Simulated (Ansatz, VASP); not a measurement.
**One calculation of SrCl2, two programs**

File INCAR:

```
SYSTEM = SrCl2
PREC = Accurate ; ENCUT = 520
EDIFF = 1E-6 ; ISMEAR = 0
SIGMA = 0.05 ; LREAL = .FALSE.
LASPH = .TRUE. ; NELM = 100
ALGO = Normal ; ISIF = 2
LWAVE = .FALSE. ; LCHARG = .FALSE.
GGA = PE ; NBANDS = 19
```

Contents of KPOINTS:

```
Automatic mesh
0
G
  6 6 6
  0 0 0
```

POSCAR

```
SrCl2
1.0
    0.0000000000      3.6336668874      3.3538745371
    3.6336668874      0.0000000000      3.3538745371
    3.6336668874      3.6336668874      0.0000000000
Sr Cl
1 2
Direct
    0.0000000000      0.0000000000      0.0000000000
    0.2500000000      0.2500000000      0.2500000000
    0.7500000000      0.7500000000      0.7500000000
```

Input for Ansatz:

```yaml
crystal:
  lattice:
    - [0.0, 3.6336668874, 3.3538745371]
    - [3.6336668874, 0.0, 3.3538745371]
    - [3.6336668874, 3.6336668874, 0.0]
  atoms:
    - { symbol: Sr, position: [0.0, 0.0, 0.0] }
    - { symbol: Cl, position: [0.25, 0.25, 0.25] }
    - { symbol: Cl, position: [0.75, 0.75, 0.75] }
basis:
  ecutwfc: 420
kpoints:
  mp_grid: { grid: [6, 6, 6] }
hamiltonian:
  xc: pbe
scf:
  occupations: { method: gaussian, width: 0.05 }
output:
  forces: true
  stress: true
  eigenvalues: true
```

Alike in both runs: task single point; functional PBE; k mesh 6 × 6 × 6; occupations gaussian, width 0.05 eV; no spin polarisation.

|  | VASP | Ansatz |
| --- | --- | --- |
| version | VASP 6.6.1 | Ansatz 0.2.0 |
| potentials or method | VASP PAW PBE potentials, release 64 (Sr_sv, Cl), cutoff 520 eV | scalar-relativistic, plane waves, PAW |
| valence electrons in the cell | 24 | 24 |

```csv
,VASP,Ansatz,Ansatz less VASP
gap on the k mesh at the Fermi level (eV),4.70,4.70,+0.002
least direct gap on the mesh (eV),4.94,4.94,0.000
pressure (GPa),-0.4,-0.4,-0.06
"traceless stress, the component that is largest in VASP (GPa)",2.69,2.71,+0.014
```
